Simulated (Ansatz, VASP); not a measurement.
## Si3Ge: VASP beside Ansatz

```xyz
4
Lattice="3.9158 0.0000 0.0000 0.0000 3.9158 0.0000 0.0000 0.0000 5.5214" Properties=species:S:1:pos:R:3 pbc="T T T"
Si    0.0000    0.0000    0.0000
Si    1.9579    0.0000    4.1737
Si    0.0000    1.9579    1.3477
Ge    1.9579    1.9579    2.7607
```

Alike in both runs: task relaxation of cell and atoms; functional PBE; k mesh 10 × 10 × 6; occupations gaussian, width 0.02 eV; no spin polarisation.

```csv
,VASP,Ansatz
version,VASP 6.6.1,Ansatz 0.2.0
potentials or method,"VASP PAW PBE potentials, release 64 (Si, Ge_d), cutoff 600 eV","scalar-relativistic, plane waves, PAW"
valence electrons in the cell,26,26
```

|  | VASP | Ansatz | Ansatz less VASP |
| --- | --- | --- | --- |
| gap on the k mesh at the Fermi level, each at its own relaxed structure (eV) | 0.38 | 0.38 | +0.001 |
| relaxed volume (Å³/atom) | 21.14 | 21.17 | +0.026 |
| relaxed cell length with the largest relative difference (Å) | 3.910 | 3.912 | +0.0020 |
